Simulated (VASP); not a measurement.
**LiZn3: single point with LDA**

The system is LiZn3.

```
CELL_PARAMETERS angstrom
0.00000 2.89530 2.89530
2.89530 0.00000 2.89530
2.89530 2.89530 0.00000
ATOMIC_POSITIONS crystal
Li 0.00000 0.00000 0.00000
Zn 0.25000 0.25000 0.25000
Zn 0.75000 0.75000 0.75000
Zn 0.50000 0.50000 0.50000
```

```json
{"Program": "VASP 6.6.1", "Task": "single point", "Functional": "LDA", "Potentials or basis": "VASP PAW LDA potentials, release 64 (Li_sv, Zn)", "Cutoff": "520 eV", "k mesh": "6 × 6 × 6", "Occupations": "methfessel-paxton, width 0.15 eV", "Spin": "no spin polarisation"}
```

| Item | Value |
| --- | --- |
| Band gap on the k mesh | zero (an odd number of electrons rules out a gap without spin polarisation) |

Levels at points of the mesh, in eV from the Fermi level:
```csv
k point,band 15,band 16,band 17,band 18,band 19,band 20,band 21,band 22,band 23,band 24
"(0.00, 0.00, 0.00)",-7.32,-7.30,-7.30,2.80,2.80,2.80,3.67,3.67,3.67,3.98
"(0.50, 0.00, 0.00)",-7.24,-7.24,-6.39,-6.35,1.38,1.38,2.39,2.39,2.99,5.57
"(0.50, 0.50, 0.00)",-7.17,-7.17,-5.60,-5.22,-2.43,-2.43,-0.32,3.11,11.00,11.00
```

Wall time 43 s on 1 thread of AMD EPYC 7R13 (shared host), peak memory 0.12 GiB.
